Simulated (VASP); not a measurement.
Input of a VASP 6.6.1 run:

The input INCAR:

```
ALGO     = Normal         # electronic algorithm
EDIFF    = 1E-7           # SCF threshold, eV
EDIFFG   = -0.002         # ionic threshold
ENCUT    = 600            # plane-wave cutoff, eV
GGA      = PS             # functional
IBRION   = 2              # ionic algorithm
ISIF     = 3              # what is computed and relaxed
ISMEAR   = -1             # smearing method
LASPH    = T              # aspherical terms in the spheres
LCHARG   = F              # write CHGCAR
LREAL    = F              # projectors in reciprocal space
LWAVE    = F              # write WAVECAR
NELM     = 100            # most SCF steps
NSW      = 100            # ionic steps
PREC     = Accurate       # precision mode
SIGMA    = 0.1            # smearing width, eV
```

KPOINTS

```
k-points
0
Gamma
  14 14 14
```

File POSCAR:

```
ScCu
1.0
    3.2560000000      0.0000000000      0.0000000000
    0.0000000000      3.2560000000      0.0000000000
    0.0000000000      0.0000000000      3.2560000000
Sc Cu
1 1
Direct
    0.5000000000      0.5000000000      0.5000000000
    0.0000000000      0.0000000000      0.0000000000
```

Potentials or basis: VASP PAW PBE potentials, release 64 (Sc_sv, Cu).

Run with:

```console
$ cat potpaw_PBE.64/Sc_sv/POTCAR potpaw_PBE.64/Cu/POTCAR > POTCAR
$ mpirun -np 1 vasp_std > vasp.out
```

Question: Predict the space group after relaxing (to 0.05 Å).

Answer: Pm-3m (No. 221).

Question: Predict the relaxed cell.

Answer: a = 3.215 Å, b = 3.215 Å, c = 3.215 Å, α = 90.00°, β = 90.00°, γ = 90.00°.

Final structure:
```xyz
2
Lattice="3.2154 0.0000 0.0000 0.0000 3.2154 0.0000 0.0000 0.0000 3.2154" Properties=species:S:1:pos:R:3 pbc="T T T"
Sc    1.6077    1.6077    1.6077
Cu    0.0000    0.0000    0.0000
```
